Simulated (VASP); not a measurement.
# LiSi16 (a cell with a defect) in VASP: relaxation of the atoms with LDA

Aim: the relaxation of the atoms of LiSi16 (a cell with a defect) with LDA.

Program: VASP 6.6.1. These are calculated values, not measurements. Logs are shortened: lines on timing, memory, paths and dates and some standing lists are left out, and cuts for length are marked.

### Step 1. The cell of the first run

The cell holds a defect, 17 atoms: a = 7.679 Å, b = 7.679 Å, c = 7.679 Å, α = 60.00°, β = 60.00°, γ = 60.00°.

### Step 2. Relaxation of the atoms, LDA

INCAR reads:

```
SYSTEM = LiSi16
PREC = Accurate
ENCUT = 520
EDIFF = 1E-6
ISMEAR = 0
SIGMA = 0.02
LREAL = Auto
LASPH = .TRUE.
NELM = 80
ALGO = Normal
ISIF = 2
LWAVE = .FALSE.
LCHARG = .FALSE.
GGA = CA
IBRION = 2
NSW = 80
EDIFFG = -0.03
NELECT = 66.0
```

KPOINTS reads:

```
Automatic mesh
0
G
  2 2 2
  0 0 0
```

POSCAR reads:

```
LiSi16
1.0
    0.0000000000      5.4300000000      5.4300000000
    5.4300000000      0.0000000000      5.4300000000
    5.4300000000      5.4300000000      0.0000000000
Si Li
16 1
Direct
    0.0000000000      0.0000000000      0.0000000000
    0.1250000000      0.1250000000      0.1250000000
    0.0000000000      0.0000000000      0.5000000000
    0.1250000000      0.1250000000      0.6250000000
    0.0000000000      0.5000000000      0.0000000000
    0.1250000000      0.6250000000      0.1250000000
    0.0000000000      0.5000000000      0.5000000000
    0.1250000000      0.6250000000      0.6250000000
    0.5000000000      0.0000000000      0.0000000000
    0.6250000000      0.1250000000      0.1250000000
    0.5000000000      0.0000000000      0.5000000000
    0.6250000000      0.1250000000      0.6250000000
    0.5000000000      0.5000000000      0.0000000000
    0.6250000000      0.6250000000      0.1250000000
    0.5000000000      0.5000000000      0.5000000000
    0.6250000000      0.6250000000      0.6250000000
    0.8124061000      0.3045116000      0.8167957000
```

Potentials or basis: VASP PAW LDA potentials, release 64 (Si, Li_sv).

Started as:

```
cat potpaw_LDA.64/Si/POTCAR potpaw_LDA.64/Li_sv/POTCAR > POTCAR
mpirun -np 1 vasp_std > vasp.out
```

OUTCAR:

```text
SYSTEM = LiSi16
   PREC = Accurate
   ENCUT = 520
   EDIFF = 1E-6
   ISMEAR = 0
   LREAL = Auto
   LASPH = .TRUE.
   NELM = 80
   ISIF = 2
   GGA = CA
   IBRION = 2
   NSW = 80
   EDIFFG = -0.03
   NELECT = 66.0

 ion  position               nearest neighbor table
   1  0.000  0.000  0.000-  17 2.21   4 2.35   6 2.35  10 2.35   2 2.35
   2  0.125  0.125  0.125-   1 2.35   3 2.35   5 2.35   9 2.35
   3  0.000  0.000  0.500-   2 2.35   4 2.35   8 2.35  12 2.35
   4  0.125  0.125  0.625-  17 2.24   3 2.35   7 2.35  11 2.35   1 2.35
   5  0.000  0.500  0.000-   2 2.35   6 2.35   8 2.35  14 2.35
   6  0.125  0.625  0.125-   1 2.35   5 2.35   7 2.35  13 2.35
   7  0.000  0.500  0.500-  17 2.29   6 2.35   8 2.35  16 2.35   4 2.35
   8  0.125  0.625  0.625-   3 2.35   5 2.35   7 2.35  15 2.35
   9  0.500  0.000  0.000-   2 2.35  10 2.35  12 2.35  14 2.35
  10  0.625  0.125  0.125-  17 2.21   9 2.35  11 2.35  13 2.35   1 2.35
  11  0.500  0.000  0.500-   4 2.35  10 2.35  12 2.35  16 2.35
  12  0.625  0.125  0.625-   3 2.35   9 2.35  11 2.35  15 2.35
  13  0.500  0.500  0.000-  17 2.26  10 2.35  14 2.35  16 2.35   6 2.35
  14  0.625  0.625  0.125-   5 2.35   9 2.35  13 2.35  15 2.35
  15  0.500  0.500  0.500-   8 2.35  12 2.35  14 2.35  16 2.35
  16  0.625  0.625  0.625-  17 2.29  11 2.35  13 2.35  15 2.35   7 2.35
  17  0.812  0.305  0.817-  10 2.21   1 2.21   4 2.24  13 2.26  16 2.29   7 2.29

  LATTYP: Found a face centered cubic cell.
 ALAT       =    10.8600000000

  Lattice vectors:

 A1 = (   0.0000000000,   5.4300000000,   5.4300000000)
 A2 = (   5.4300000000,   0.0000000000,   5.4300000000)
 A3 = (   5.4300000000,   5.4300000000,   0.0000000000)

Analysis of symmetry for initial positions (statically):
=====================================================================
 Subroutine PRICEL returns:
 Original cell was already a primitive cell.

 Routine SETGRP: Setting up the symmetry group for a
 face centered cubic supercell.

 Subroutine GETGRP returns: Found  1 space group operations
 (whereof  1 operations were pure point group operations)
 out of a pool of 48 trial point group operations.

The static configuration has the point symmetry C_1 .

Analysis of symmetry for dynamics (positions and initial velocities):
=====================================================================
 Subroutine PRICEL returns:
 Original cell was already a primitive cell.

 Routine SETGRP: Setting up the symmetry group for a
 face centered cubic supercell.

 Subroutine GETGRP returns: Found  1 space group operations
 (whereof  1 operations were pure point group operations)
 out of a pool of 48 trial point group operations.

The dynamic configuration has the point symmetry C_1 .
[... 118 lines left out ...]
   ISIF   =      2    stress and relaxation
   ISYM   =      2    0-nonsym 1-usesym 2-fastsym
   POTIM  = 0.5000    time-step for ionic-motion
   TEBEG  =    0.0;   TEEND  =   0.0 temperature during run
   PSTRESS=    0.0 pullay stress
   NELECT =      66.0000    total number of electrons
   NUPDOWN=      -1.0000    fix difference up-down
   EMIN   =  10.00;   EMAX   =-10.00  energy-range for DOS
   EFERMI =   0.00;   METHOD = LEGACY
   ISMEAR =     0;   SIGMA  =   0.02  broadening in eV -4-tet -1-fermi 0-gaus
   EFERMI_NEDOS =   21; number of points for ismear=-14 and -15
   IALGO  =     38    algorithm
   IMIX   =      4    mixing-type and parameters
     AMIX     =   0.40;   BMIX     =  1.00
     AMIX_MAG =   1.60;   BMIX_MAG =  1.00
  volume/ion in A,a.u.               =      18.84       127.11
  Fermi-wavevector in a.u.,A,eV,Ry     =   0.967044  1.827449 12.723821  0.935174
  Thomas-Fermi vector in A             =   2.096897
   LORBIT       =      0    0 simple, 1 ext, 2 COOP (PROOUT), +10 PAW based schemes
   GGA     = CA    functional components
   LHFCALC =     F    Hartree Fock is set to
   AEXX    =    0.0000 exact exchange contribution
   IVDW    =     0    specifies the selected vdW correction
   LEPSILON=     F    determine dielectric tensor
   LRPA    =     F    only Hartree local field effects (RPA)
 conjugate gradient relaxation of ions
 non-spin polarized calculation
 Gauss-broadening in eV      SIGMA  =   0.02
  energy-cutoff  :      520.00
  volume of cell :      320.21
 maximum number of plane-waves:      8646
 NGX is ok and might be reduce to    60
   NGX = 29   NGY = 29   NGZ = 29

--------------------------------------- Ionic step        1  -------------------------------------------

 number of electron      66.0000004 magnetization

 Free energy of the ion-electron system (eV)
  ---------------------------------------------------
  ext. energy  EPLUGINS =         0.00000000
  ---------------------------------------------------
  free energy    TOTEN  =      -101.43675730 eV

  energy without entropy =     -101.43397370  energy(sigma->0) =     -101.43536550

------------------------ aborting loop because EDIFF is reached ----------------------------------------

  FORCE on cell =-STRESS in cart. coord.  units (eV):
  Direction    XX          YY          ZZ          XY          YZ          ZX
  --------------------------------------------------------------------------------------
  -------------------------------------------------------------------------------------
  Total       -6.6357924     -6.5827670     -6.6110645     -1.6542632     -1.6725335     -1.6778793
  in kB      -33.2027374    -32.9374201    -33.0790094     -8.2772429     -8.3686599     -8.3954082
  external PRESSURE =     -33.0730556 kB  Pullay stress =       0.0000000 kB
[... 134 lines left out ...]
  FREE ENERGIE OF THE ION-ELECTRON SYSTEM (eV)
  ---------------------------------------------------
  free  energy   TOTEN  =      -101.7226826810 eV

  energy  without entropy=     -101.7226822084  energy(sigma->0) =     -101.72268244

[... ionic steps 4 to 40 ...]

--------------------------------------- Ionic step       41  -------------------------------------------

 number of electron      66.0000001 magnetization

------------------------ aborting loop because EDIFF is reached ----------------------------------------
[... 97 lines left out ...]
--------------------------------------- Ionic step       43  -------------------------------------------

 number of electron      66.0000001 magnetization

 Free energy of the ion-electron system (eV)
  ---------------------------------------------------
  ext. energy  EPLUGINS =         0.00000000
  ---------------------------------------------------
  free energy    TOTEN  =      -102.37408259 eV

  energy without entropy =     -102.37408259  energy(sigma->0) =     -102.37408259

 E-fermi :   6.0878     XC(G=0):  -9.6486

 val. band max:        5.9912723664   @ k =   0.0000   0.0000   0.0000
 cond. band min:       6.5160541551   @ k =   0.0000   0.0000   0.0000
 fundamental gap:      0.5247817888
 Fermi energy:         6.0878107950

 k-point     1 :       0.0000    0.0000    0.0000
  band No.  band energies     occupation
      1     -39.5213      2.00000
      2      -5.9748      2.00000
      3      -3.7122      2.00000
      4      -3.6600      2.00000
      5      -3.6595      2.00000
      6      -3.6590      2.00000
[... 393 lines left out ...]
  FREE ENERGIE OF THE ION-ELECTRON SYSTEM (eV)
  ---------------------------------------------------
  free  energy   TOTEN  =      -102.3740825853 eV

  energy  without entropy=     -102.3740825853  energy(sigma->0) =     -102.37408259

 reached required accuracy - stopping structural energy minimisation
```

CONTCAR:

```text
LiSi16
   1.00000000000000
     0.0000000000000000    5.4299999999999997    5.4299999999999997
     5.4299999999999997    0.0000000000000000    5.4299999999999997
     5.4299999999999997    5.4299999999999997    0.0000000000000000
  Si              Li
    16     1
Direct
     0.0057089950285911    0.0016863943729170    0.0058956666190483
     0.1278964164226562    0.1309769545338420    0.1282278330975894
     0.0052283551691460    0.0011275063770526    0.5020752328671526
     0.1348348338003661    0.1259437469933841    0.6269261384217875
     0.0044697974803190    0.5035301447974778    0.0049039908619883
     0.1286487836805674    0.6278828187166026    0.1290011566689397
[... 9 lines left out ...]
     0.6263206432770829    0.6347852541148475    0.6265682223715231
     0.7528501755398759    0.2525364115789857    0.7533006243216535

  0.00000000E+00  0.00000000E+00  0.00000000E+00
  0.00000000E+00  0.00000000E+00  0.00000000E+00
  0.00000000E+00  0.00000000E+00  0.00000000E+00
  0.00000000E+00  0.00000000E+00  0.00000000E+00
  0.00000000E+00  0.00000000E+00  0.00000000E+00
  0.00000000E+00  0.00000000E+00  0.00000000E+00
[... 9 lines left out ...]
  0.00000000E+00  0.00000000E+00  0.00000000E+00
  0.00000000E+00  0.00000000E+00  0.00000000E+00
```

Wall time 58 min (1 thread of Intel Xeon Platinum 8259CL at 2.50GHz (Skylake/Cascade Lake), shared host); peak memory 0.4 GiB.

What came out:

```yaml
Free_energy: -102.3741 eV
Energy_gained_by_relaxing: 55.1 meV/atom
Ionic_steps: 43
Largest_force_after_relaxing: 0.024 eV/Å
```

Forces on the atoms (eV/Å):
```
Si   0.000 -0.001  0.001
Si  -0.001  0.006  0.005
Si   0.000  0.003 -0.004
Si  -0.004 -0.005 -0.001
Si  -0.004 -0.009 -0.005
Si  -0.014 -0.010 -0.016
Si   0.001  0.002  0.015
Si  -0.004 -0.011  0.006
Si  -0.002  0.002 -0.007
Si   0.005  0.001 -0.009
Si   0.004  0.012  0.002
Si   0.003 -0.001  0.004
Si   0.007  0.001 -0.001
Si   0.006 -0.009  0.004
Si  -0.001  0.015 -0.004
Si  -0.005 -0.001 -0.006
Li   0.007  0.002  0.017
```

Step by step:
```
step  energy change (eV)  largest force (eV/Å)  pressure (GPa)
   1              0.0000                1.4547           -3.31
   3             -0.2859                0.5109           -3.32
   5             -0.3052                0.2638           -3.35
   7             -0.3313                0.3107           -3.45
   9             -0.3549                0.2206           -3.52
  11             -0.3734                0.3152           -3.70
  13             -0.3882                0.3134           -3.87
  15             -0.4176                0.5135           -4.14
  17             -0.4230                0.5859           -4.28
  19             -0.4542                0.6508           -4.47
  21             -0.5107                0.5815           -4.81
  23             -0.5694                0.5105           -4.97
  25             -0.6559                0.5350           -4.81
  27             -0.7782                0.7127           -4.48
  29             -0.8878                0.3449           -4.28
  31             -0.9123                0.3023           -4.24
  33             -0.9246                0.1754           -4.24
  35             -0.9333                0.1045           -4.23
  37             -0.9350                0.0515           -4.23
  39             -0.9363                0.0413           -4.22
  41             -0.9371                0.0332           -4.22
  43             -0.9373                0.0237           -4.22
```

Final structure:
```cif
data_structure
_symmetry_space_group_name_H-M 'P 1'
_symmetry_Int_Tables_number 1
_cell_length_a 7.6792
_cell_length_b 7.6792
_cell_length_c 7.6792
_cell_angle_alpha 60.000
_cell_angle_beta 60.000
_cell_angle_gamma 60.000
_cell_volume 320.21
loop_
_atom_site_label
_atom_site_type_symbol
_atom_site_fract_x
_atom_site_fract_y
_atom_site_fract_z
_atom_site_occupancy
Si1 Si 0.00571 0.00169 0.00590 1
Si2 Si 0.12790 0.13098 0.12823 1
Si3 Si 0.00523 0.00113 0.50208 1
Si4 Si 0.13483 0.12594 0.62693 1
Si5 Si 0.00447 0.50353 0.00490 1
Si6 Si 0.12865 0.62788 0.12900 1
Si7 Si 0.00530 0.50495 0.50290 1
Si8 Si 0.12762 0.62718 0.63232 1
Si9 Si 0.50184 0.00124 0.00533 1
Si10 Si 0.62674 0.12608 0.13485 1
Si11 Si 0.50316 0.00318 0.50316 1
Si12 Si 0.62596 0.12583 0.62609 1
Si13 Si 0.50252 0.50513 0.00556 1
Si14 Si 0.63188 0.62725 0.12796 1
Si15 Si 0.50144 0.50521 0.50174 1
Si16 Si 0.62632 0.63479 0.62657 1
Li1 Li 0.75285 0.25254 0.75330 1
```

Caveat: the k points lie up to 0.50 Å⁻¹ apart; the cell carries a net charge on a neutralising background, which shifts energy and pressure; the cell is charged against a uniform background, so pressure and absolute levels hang on convention; the cutoff is under 1.25 times the usual one of these potentials, so pressure, stress and relaxed cells hold a basis-set (Pulay) error.
